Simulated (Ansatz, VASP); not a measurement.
## Cs: VASP beside Ansatz

File INCAR:

```
SYSTEM = Cs
ALGO = Normal
EDIFF = 1E-7
ENCUT = 520
GGA = PE
ISIF = 2
ISMEAR = -1
LASPH = .TRUE.
LCHARG = .TRUE.
LELF = .TRUE.
LREAL = .FALSE.
LVHAR = .TRUE.
LWAVE = .FALSE.
NBANDS = 10
NELM = 80
PREC = Accurate
SIGMA = 0.05
```

Contents of KPOINTS:

```
k-points
0
G
  11 11 11
  0 0 0
```

POSCAR

```
Cs
1.0
    5.0212038749      0.0753180581      0.0000000000
    0.0753180581      5.0212038749      0.0000000000
    0.0000000000      0.0000000000      5.0212038749
Cs
1
Direct
    0.0000000000      0.0000000000      0.0000000000
```

Input for Ansatz:

```yaml
crystal:
  lattice:
    - [5.0212038749, 0.0753180581, 0.0]
    - [0.0753180581, 5.0212038749, 0.0]
    - [0.0, 0.0, 5.0212038749]
  atoms:
    - { symbol: Cs, position: [0.0, 0.0, 0.0] }
kpoints:
  mp_grid: { grid: [11, 11, 11] }
scf:
  occupations: { method: fermi_dirac, width: 0.05 }
hamiltonian:
  xc: pbe
  pseudopotentials: { kind: all_electron, lapw: { basis_error: 0.0005 } }
output:
  forces: true
  stress: true
  eigenvalues: true
```

Change from the starting cell: xy shear strain of +3 %.

Alike in both runs: task single point; functional PBE; k mesh 11 × 11 × 11; occupations fermi-dirac, width 0.05 eV; no spin polarisation.

```csv
,VASP,Ansatz
version,VASP 6.6.1,Ansatz 0.2.0
potentials or method,"VASP PAW PBE potentials, release 64 (Cs_sv), cutoff 520 eV","all-electron LAPW, scalar-relativistic"
```

```csv
,VASP,Ansatz,Ansatz less VASP
pressure (GPa),0.0,0.0,+0.01
```

Ansatz ran all-electron here, and VASP with PAW potentials.

Spin-orbit coupling is off throughout.
